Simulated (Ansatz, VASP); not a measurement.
# One calculation of CdInS2, two programs

The input INCAR:

```
ALGO = Normal
EDIFF = 1E-6
ENCUT = 520
GGA = PE
ISIF = 2
ISMEAR = 0
LASPH = True
LCHARG = True
LELF = True
LREAL = False
LVHAR = True
LWAVE = False
NBANDS = 26
NELM = 100
PREC = Accurate
SIGMA = 0.1
```

Contents of KPOINTS:

```
k-points
0
Gamma
  12 12 6
```

The input POSCAR:

```
CdInS2
1.0
    3.9713799756      0.0000000000      0.0000000000
   -1.9856899878      3.4393159470      0.0000000000
    0.0000000000      0.0000000000      6.5812184886
Cd In S
1 1 2
Direct
    0.0000000000      0.0000000000      0.0000000000
    0.0000000000      0.0000000000      0.5000000000
    0.6666666700      0.3333333300      0.7031362351
    0.3333333300      0.6666666700      0.2968637649
```

Input for Ansatz:

```yaml
crystal:
  lattice:
    - [3.9713799756, 0.0, 0.0]
    - [-1.9856899878, 3.439315947, 0.0]
    - [0.0, 0.0, 6.5812184886]
  atoms:
    - { symbol: Cd, position: [0.0, 0.0, 0.0] }
    - { symbol: In, position: [0.0, 0.0, 0.5] }
    - { symbol: S, position: [0.66666667, 0.33333333, 0.7031362351] }
    - { symbol: S, position: [0.33333333, 0.66666667, 0.2968637649] }
basis:
  ecutwfc: 420
kpoints:
  mp_grid: { grid: [12, 12, 6] }
hamiltonian:
  xc: pbe
scf:
  occupations: { method: gaussian, width: 0.1 }
output:
  forces: true
  stress: true
  eigenvalues: true
```

Alike in both runs: task single point; functional PBE; k mesh 12 × 12 × 6; occupations gaussian, width 0.1 eV; no spin polarisation.

```csv
,VASP,Ansatz
version,VASP 6.6.1,Ansatz 0.2.0
potentials or method,"VASP PAW PBE potentials, release 64 (Cd, In_d, S), cutoff 520 eV","scalar-relativistic, plane waves, PAW"
valence electrons in the cell,37,45
```

VASP gave:

```
gap on the k mesh at the Fermi level (eV)                     : none
pressure (GPa)                                                : 2.4
traceless stress, the component that is largest in VASP (GPa) : 4.00
rms of the force components (eV/Å)                            : 0.462
```

Q: Which values does Ansatz return?

A: gap on the k mesh at the Fermi level (eV): none; pressure (GPa): 2.3; traceless stress, the component that is largest in VASP (GPa): 3.97; rms of the force components (eV/Å): 0.468.

Atom by atom the forces differ by 0.006 eV/Å (rms over components). A gap of «none» marks a metal or a gap that the smearing closes. VASP's potentials hold 37 valence electrons a cell and Ansatz's 45, so a difference there can come from the potentials and not from the codes.
